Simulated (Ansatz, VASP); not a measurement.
## Two plane-wave programs on Rh

```
Rh
1.0
     0.00000    1.89209    1.89209
     1.89209    0.00000    1.89209
     1.89209    1.89209    0.00000
Rh
1
Direct
  0.00000 0.00000 0.00000
```

Alike in both runs: functional PBEsol; k mesh 20 × 20 × 20; occupations fermi-dirac, width 0.15 eV; no spin polarisation.

Ansatz relaxed the structure, and its values are those at the end. VASP's run is a single point on that final structure, the one shown.

```csv
,VASP,Ansatz
version,VASP 6.6.1,Ansatz 0.2.0
potentials or method,"VASP PAW PBE potentials, release 64 (Rh_pv), cutoff 520 eV","scalar-relativistic, plane waves, PAW"
valence electrons in the cell,15,17
```

```csv
,VASP,Ansatz,Ansatz less VASP
gap on the k mesh at the Fermi level (eV),none,none,-
pressure (GPa),-0.1,0.0,+0.08
```

VASP's potentials were made for PBE, not for PBEsol. A gap of «none» marks a metal or a gap that the smearing closes. VASP's potentials hold 15 valence electrons a cell and Ansatz's 17, so a difference there can come from the potentials and not from the codes.
